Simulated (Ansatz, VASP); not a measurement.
One calculation of YPt2S4, two programs

```xyz
7
Lattice="3.9347 0.0000 0.0000 -1.9674 3.4076 0.0000 0.0000 0.0000 9.6644" Properties=species:S:1:pos:R:3 pbc="T T T"
Y     0.0000    0.0000    0.0000
Pt    1.9674    1.1359    7.0814
Pt    0.0000    2.2717    2.5830
S     0.0000    2.2717    8.1686
S     0.0000    0.0000    5.8515
S     0.0000    0.0000    3.8128
S     1.9674    1.1359    1.4958
```

Alike in both runs: functional PBE; dispersion D3(BJ); k mesh 6 × 6 × 2; occupations gaussian, width 0.1 eV; no spin polarisation.

Ansatz relaxed the structure, and its values are those at the end. VASP's run is a single point on that final structure, the one shown.

```csv
,VASP,Ansatz
version,VASP 6.6.1,Ansatz 0.2.0
potentials or method,"VASP PAW PBE potentials, release 64 (Y_sv, Pt, S), cutoff 520 eV","scalar-relativistic, plane waves, PAW"
valence electrons in the cell,55,71
```

Ansatz gave:

| Property | Result |
| --- | --- |
| gap on the k mesh at the Fermi level (eV) | none |
| pressure (GPa) | 0.0 |
| rms of the force components (eV/Å) | 0.013 |

Question: Which values does VASP return?

Answer: gap on the k mesh at the Fermi level (eV): none; pressure (GPa): -0.2; rms of the force components (eV/Å): 0.043.

A gap of «none» marks a metal or a gap that the smearing closes. VASP's potentials hold 55 valence electrons a cell and Ansatz's 71, so a difference there can come from the potentials and not from the codes.

Spin-orbit coupling is off throughout.
